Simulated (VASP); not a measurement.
## Al2O3: single point with PBEsol

Crystal: Al2O3.

```
Al O
1.0
     2.57094    1.48433    3.73814
    -2.57094    1.48433    3.73814
     0.00000   -2.96866    3.73814
Al O
4 6
Direct
  0.86356 0.86356 0.86356
  0.63644 0.63644 0.63644
  0.13644 0.13644 0.13644
  0.36356 0.36356 0.36356
  0.05586 0.44414 0.75000
  0.75000 0.05586 0.44414
  0.44414 0.75000 0.05586
  0.94414 0.55586 0.25000
  0.25000 0.94414 0.55586
  0.55586 0.25000 0.94414
```

This cell differs from its parent crystal: atoms shifted along a free coordinate, c/a of the conventional cell at fixed volume 2.1810.

```
Program                : VASP 6.6.1
Task                   : single point
Functional             : PBEsol
Potentials or basis    : VASP PAW PBE potentials, release 64 (Al, O)
Cutoff                 : 520 eV
k mesh                 : 6 × 6 × 6
Occupations            : gaussian, width 0.05 eV
Spin                   : no spin polarisation
Dipole correction      : no
Further INCAR settings : ALGO = Normal; EDIFF = 1e-06; NBANDS = 35
```

The pressure is -2.3 GPa. The largest force is 0.671 eV/Å and the band gap on the k mesh is 3.22 eV.

Forces on the atoms (eV/Å):
```
Al   0.000  0.000 -0.671
Al   0.000  0.000  0.671
Al   0.000  0.000  0.671
Al   0.000  0.000 -0.671
O   -0.316  0.000  0.000
O    0.158 -0.274  0.000
O    0.158  0.274  0.000
O    0.316  0.000  0.000
O   -0.158  0.274  0.000
O   -0.158 -0.274  0.000
```

Stress tensor (GPa, compression positive):
```
-23.35   0.00   0.00
  0.00 -23.35   0.00
  0.00   0.00  39.82
```

Levels at points of the mesh, in eV from the valence-band top:
```
           k point  band 20  band 21  band 22  band 23  band 24  band 25  band 26  band 27  band 28  band 29
(0.00, 0.00, 0.00)    -1.19    -1.19    -1.17    -1.17     0.00     3.22     6.58     7.06     9.32     9.49
(0.50, 0.00, 0.00)    -2.37    -1.52    -1.52    -0.79    -0.79     5.79     5.79     7.86     7.86     9.24
(0.50, 0.50, 0.00)    -2.15    -2.00    -1.82    -1.14    -0.70     5.78     6.02     7.40     7.84     9.02
(0.50, 0.50, 0.50)    -2.72    -1.98    -1.98    -1.98    -1.98     5.84     5.84     8.16     8.16    10.14
```

Wall time 2.1 min on 1 thread of Intel Xeon 8259CL, on a shared host, peak memory 0.23 GiB.

Caveat: the stress differs along the axes, from -23 to 40 GPa; the PAW data sets were made with another functional, which shifts forces and pressure a little.
